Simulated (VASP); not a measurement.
# BeAg2F6 (Fm-3m) in VASP: further runs, part 3 of 3

VASP 6.6.1.

### Step 6. Relaxation of cell and atoms, PBE, collinear spin, ferromagnetic start

This run uses another cell than the first one, of 10.73 Å³/atom, 0.974 times its volume.

File INCAR:

```
  PREC = Accurate
  ENCUT = 600
  EDIFF = 1E-6
  ISMEAR = 0
  SIGMA = 0.1
  LREAL = F
  LASPH = T
  NELM = 150
  ALGO = Normal
  ISIF = 3
  LWAVE = F
  LCHARG = F
  ISPIN = 2
  MAGMOM = 0 1 1 0 0 0 0 0 0
  LORBIT = 11
  LMAXMIX = 4
  GGA = PE
  IBRION = 2
  NSW = 90
  EDIFFG = -0.04
```

File KPOINTS:

```
Automatic mesh
0
Gamma
  4 4 4
```

File POSCAR:

```
BeAg2F6
1.0
    0.0000000000      3.6411209400      3.6411209400
    3.6411209400      0.0000000000      3.6411209400
    3.6411209400      3.6411209400      0.0000000000
Be Ag F
1 2 6
Direct
    0.0000000000      0.0000000000      0.0000000000
    0.2500000000      0.2500000000      0.2500000000
    0.7500000000      0.7500000000      0.7500000000
    0.7500000000      0.2500000000      0.2500000000
    0.2500000000      0.7500000000      0.2500000000
    0.2500000000      0.7500000000      0.7500000000
    0.7500000000      0.2500000000      0.7500000000
    0.2500000000      0.2500000000      0.7500000000
    0.7500000000      0.7500000000      0.2500000000
```

Potentials or basis: VASP PAW PBE potentials, release 64 (Be, Ag, F).

The run is started by

```bash
> cat potpaw_PBE.64/Be/POTCAR potpaw_PBE.64/Ag/POTCAR potpaw_PBE.64/F/POTCAR > POTCAR
> mpirun -np 1 vasp_std > vasp.out
```

OUTCAR:

```text
PREC = Accurate
   ENCUT = 600
   EDIFF = 1E-6
   ISMEAR = 0
   LREAL = F
   LASPH = T
   NELM = 150
   ISIF = 3
   ISPIN = 2
   LORBIT = 11
   GGA = PE
   IBRION = 2
   NSW = 90
   EDIFFG = -0.04

 ion  position               nearest neighbor table
   1  0.000  0.000  0.000-   4 1.82   5 1.82   6 1.82   7 1.82   8 1.82   9 1.82
   2  0.250  0.250  0.250-   4 2.57   5 2.57   8 2.57   6 2.57   7 2.57   8 2.57   5 2.57   6 2.57
                             9 2.57   4 2.57   7 2.57   9 2.57
   3  0.750  0.750  0.750-   6 2.57   7 2.57   9 2.57   4 2.57   5 2.57   9 2.57   4 2.57   7 2.57
                             8 2.57   5 2.57   6 2.57   8 2.57
   4  0.750  0.250  0.250-   1 1.82   2 2.57   3 2.57   3 2.57   2 2.57
   5  0.250  0.750  0.250-   1 1.82   2 2.57   3 2.57   2 2.57   3 2.57
   6  0.250  0.750  0.750-   1 1.82   3 2.57   2 2.57   2 2.57   3 2.57
   7  0.750  0.250  0.750-   1 1.82   3 2.57   2 2.57   3 2.57   2 2.57
   8  0.250  0.250  0.750-   1 1.82   2 2.57   2 2.57   3 2.57   3 2.57
   9  0.750  0.750  0.250-   1 1.82   3 2.57   3 2.57   2 2.57   2 2.57

  LATTYP: Found a face centered cubic cell.
 ALAT       =     7.2822418800

  Lattice vectors:

 A1 = (   0.0000000000,   3.6411209400,   3.6411209400)
 A2 = (   3.6411209400,   0.0000000000,   3.6411209400)
 A3 = (   3.6411209400,   3.6411209400,   0.0000000000)

Analysis of symmetry for initial positions (statically):
=====================================================================
 Subroutine PRICEL returns:
 Original cell was already a primitive cell.

 Routine SETGRP: Setting up the symmetry group for a
 face centered cubic supercell.

 Subroutine GETGRP returns: Found 48 space group operations
 (whereof 48 operations were pure point group operations)
 out of a pool of 48 trial point group operations.

The static configuration has the point symmetry O_h .

Analysis of symmetry for dynamics (positions and initial velocities):
=====================================================================
 Subroutine PRICEL returns:
 Original cell was already a primitive cell.

 Routine SETGRP: Setting up the symmetry group for a
 face centered cubic supercell.

 Subroutine GETGRP returns: Found 48 space group operations
 (whereof 48 operations were pure point group operations)
 out of a pool of 48 trial point group operations.

The dynamic configuration has the point symmetry O_h .

[... 166 lines left out ...]
  -------------------------------------------------------------------------------------
  Total       -1.7757327     -1.7757327     -1.7757327     -0.0000000      0.0000000      0.0000000
  in kB      -29.4681491    -29.4681491    -29.4681491     -0.0000000      0.0000000      0.0000000
  external PRESSURE =     -29.4681491 kB  Pullay stress =       0.0000000 kB
[... 116 lines left out ...]
--------------------------------------- Ionic step        4  -------------------------------------------

 number of electron      66.0000028 magnetization       1.9996501

 E-fermi :   1.4439     XC(G=0): -10.9935

 val. band max:        1.3934301793   @ k =   0.2500   0.0000   0.0000
 cond. band min:       1.4570689029   @ k =  -0.2500   0.2500   0.0000
 fundamental gap:      0.0636387236
 Fermi energy:         1.4439237673

 spin component 1

 k-point     1 :       0.0000    0.0000    0.0000
  band No.  band energies     occupation
      1     -20.5084      1.00000
      2     -19.4938      1.00000
      3     -19.4938      1.00000
      4     -19.4938      1.00000
      5     -18.9659      1.00000
      6     -18.9659      1.00000
[... 722 lines left out ...]
--------------------------------------- Ionic step        5  -------------------------------------------

 number of electron      66.0000013 magnetization       1.9997605

 Free energy of the ion-electron system (eV)
  ---------------------------------------------------
  ext. energy  EPLUGINS =         0.00000000
  ---------------------------------------------------
  free energy    TOTEN  =       -33.32127170 eV

  energy without entropy =      -33.28039925  energy(sigma->0) =      -33.30083548

 E-fermi :   1.2440     XC(G=0): -10.8848

 val. band max:        1.2000743261   @ k =   0.2500   0.0000   0.0000
 cond. band min:       1.2596963978   @ k =   0.5000   0.5000   0.0000
 fundamental gap:      0.0596220717
 Fermi energy:         1.2439584960

 spin component 1

 k-point     1 :       0.0000    0.0000    0.0000
  band No.  band energies     occupation
      1     -20.6291      1.00000
      2     -19.6419      1.00000
      3     -19.6419      1.00000
      4     -19.6419      1.00000
      5     -19.1261      1.00000
      6     -19.1261      1.00000
[... 716 lines left out ...]
  FREE ENERGIE OF THE ION-ELECTRON SYSTEM (eV)
  ---------------------------------------------------
  free  energy   TOTEN  =       -33.3212717025 eV

  energy  without entropy=      -33.2803992483  energy(sigma->0) =      -33.30083548

 reached required accuracy - stopping structural energy minimisation

 total charge

# of ion       s       p       d       tot
------------------------------------------
    1        0.343   0.641   0.000   0.985
    2        0.141   0.118   9.112   9.370
    3        0.141   0.118   9.112   9.370
    4        1.742   4.303   0.000   6.045
    5        1.742   4.303   0.000   6.045
    6        1.742   4.303   0.000   6.045
    7        1.742   4.303   0.000   6.045
    8        1.742   4.303   0.000   6.045
    9        1.742   4.303   0.000   6.045
--------------------------------------------------
tot         11.079  26.695  18.224  55.998

 magnetization (x)

# of ion       s       p       d       tot
------------------------------------------
    1       -0.003  -0.007   0.000  -0.010
    2       -0.005  -0.003   0.451   0.444
    3       -0.005  -0.003   0.451   0.444
    4        0.001   0.177   0.000   0.177
    5        0.001   0.177   0.000   0.177
    6        0.001   0.177   0.000   0.177
    7        0.001   0.177   0.000   0.177
    8        0.001   0.177   0.000   0.177
    9        0.001   0.177   0.000   0.177
--------------------------------------------------
tot         -0.007   1.046   0.903   1.942
```

Run time: 5.9 min. Hardware: 1 thread of AMD EPYC 7R13, shared host; peak memory 0.36 GiB.

Results:

* Free energy: -33.3213 eV
* Relaxed volume: 10.91 Å³/atom
* Relaxed cell: a = 5.178 Å, b = 5.178 Å, c = 5.178 Å, α = 60.00°, β = 60.00°, γ = 60.00°
* Space group after relaxing (to 0.05 Å): Fm-3m (No. 225)
* Energy gained by relaxing: 51.9 meV/atom
* Ionic steps: 5
* Pressure after relaxing: 0.0 GPa
* Band gap on the k mesh: zero (filled and empty bands overlap)
* Net moment: 2.00 μB per cell
* Site moments: Be -0.01; Ag +0.44; F +0.18 μB
* Valence electrons inside the program's atomic spheres: Be 0.98; Ag 9.37; F 6.04

The path:
| step | energy change (eV) | largest force (eV/Å) | pressure (GPa) | volume (Å³) |
| --- | --- | --- | --- | --- |
| 1 | 0.0000 | 1.4778 | -2.95 | 96.55 |
| 2 | -0.4008 | 0.3132 | 2.62 | 93.82 |
| 3 | -0.4064 | 0.1299 | 3.59 | 93.46 |
| 4 | -0.4579 | 0.0518 | 1.20 | 96.40 |
| 5 | -0.4667 | 0.0132 | 0.05 | 98.17 |

Final structure:
```
Be Ag F
1.0
     0.00000    3.66143    3.66143
     3.66143    0.00000    3.66143
     3.66143    3.66143    0.00000
Be Ag F
1 2 6
Direct
  0.00000 0.00000 0.00000
  0.25000 0.25000 0.25000
  0.75000 0.75000 0.75000
  0.76437 0.23563 0.23563
  0.23563 0.76437 0.23563
  0.23563 0.76437 0.76437
  0.76437 0.23563 0.76437
  0.23563 0.23563 0.76437
  0.76437 0.76437 0.23563
```

Levels at points of the mesh, in eV from the Fermi level:
Spin up:
| k point | band 30 | band 31 | band 32 | band 33 | band 34 | band 35 | band 36 | band 37 | band 38 | band 39 |
| --- | --- | --- | --- | --- | --- | --- | --- | --- | --- | --- |
| (0.00, 0.00, 0.00) | -0.90 | -0.90 | -0.83 | -0.83 | -0.83 | 3.17 | 6.08 | 12.30 | 12.30 | 12.30 |
| (0.50, 0.00, 0.00) | -1.05 | -0.32 | -0.32 | -0.26 | -0.26 | 5.94 | 6.17 | 11.15 | 11.52 | 12.37 |
| (0.50, 0.50, 0.00) | -0.32 | -0.27 | -0.27 | -0.25 | -0.25 | 6.44 | 7.30 | 8.70 | 10.45 | 10.45 |
Spin down:
| k point | band 30 | band 31 | band 32 | band 33 | band 34 | band 35 |
| --- | --- | --- | --- | --- | --- | --- |
| (0.00, 0.00, 0.00) | -0.69 | -0.69 | -0.39 | -0.39 | -0.39 | 3.26 |
| (0.50, 0.00, 0.00) | -0.69 | 0.08 | 0.08 | 0.16 | 0.16 | 6.12 |
| (0.50, 0.50, 0.00) | 0.08 | 0.16 | 0.16 | 0.17 | 0.17 | 6.65 |

Caveat: the k points lie up to 0.37 Å⁻¹ apart in the final cell.

### Step 7. The runs side by side

| task | spin | cell | k mesh | cutoff (eV) | gap on the mesh (eV) | pressure (GPa) | moment (μB) | largest force (eV/Å) |
| --- | --- | --- | --- | --- | --- | --- | --- | --- |
| single point | collinear, ferromagnetic start | a = 5.194 Å, angles 60.0°, 9 atoms | 10 × 10 × 10 | 520 | none | -0.2 | 2.00 | 0.02 |
| single point | collinear, ferromagnetic start | a = 5.149 Å, angles 60.0°, 9 atoms | 4 × 4 × 4 | 520 | none | -2.8 | 2.00 | - |
| single point | off | a = 5.149 Å, angles 60.0°, 9 atoms | 4 × 4 × 4 | 520 | none | -3.1 | - | - |
| single point | collinear, ferromagnetic start | a = 5.186 Å, angles 60.0°, 9 atoms | 4 × 4 × 4 | 520 | none | 0.0 | 2.00 | 0.03 |
| relaxation of cell and atoms | collinear, ferromagnetic start | relaxed from a = 5.149 Å, angles 60.0°, 9 atoms | 4 × 4 × 4 | 600 | none | 0.0 | 2.00 | - |

Alike in all rows: level PBE; potentials or basis VASP PAW PBE potentials, release 64 (Be, Ag, F); smearing gaussian 0.1 eV.

Caveats: some runs use coarse meshes.

Absolute energies hang on the potentials; compare differences alone.
